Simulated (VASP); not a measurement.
A run of VASP 6.6.1 is set up as follows.

The input INCAR:

```
SYSTEM = HfO2
  ALGO = Normal
  EDIFF = 1E-7
  EDIFFG = -0.01
  ENCUT = 600
  GGA = RP
  GGA_COMPAT = .False.
  IBRION = 2
  ISIF = 3
  ISMEAR = -1
  IVDW = 13
  LASPH = .True.
  LCHARG = .False.
  LREAL = .False.
  LWAVE = .False.
  NELM = 120
  NELMIN = 4
  NSW = 60
  PREC = Accurate
  SIGMA = 0.05
```

The input KPOINTS:

```
k-points
0
Gamma
  8 8 5
  0 0 0
```

Contents of POSCAR:

```
HfO2
1.0
    3.5580193300      0.0000000000      0.0000000000
    0.0000000000      3.5580193300      0.0000000000
    0.0000000000      0.0000000000      5.1718612100
Hf O
2 4
Direct
    0.0000000000      0.0000000000      0.0000000000
    0.5000000000      0.5000000000      0.5000000000
    0.0000000000      0.5000000000      0.1972078800
    0.5000000000      0.0000000000      0.3027921200
    0.5000000000      0.0000000000      0.8027921200
    0.0000000000      0.5000000000      0.6972078800
```

Potentials or basis: VASP PAW PBE potentials, release 64 (Hf_pv, O).

Launch:

```sh
$ cat potpaw_PBE.64/Hf_pv/POTCAR potpaw_PBE.64/O/POTCAR > POTCAR
$ mpirun -np 1 vasp_std > vasp.out
```

Q: Predict the dispersion energy per atom.

A: -0.399 eV.

Q: What does it give for the space group after relaxing (to 0.05 Å)?

A: P4_2/nmc (No. 137).

Final structure:
```
Hf O
1.0
     3.57535    0.00000    0.00000
     0.00000    3.57535    0.00000
     0.00000    0.00000    5.19835
Hf O
2 4
Cartesian
  0.0000 0.0000 0.0000
  1.7877 1.7877 2.5992
  3.5754 1.7877 1.0227
  1.7877 0.0000 1.5765
  1.7877 0.0000 4.1756
  3.5754 1.7877 3.6219
```
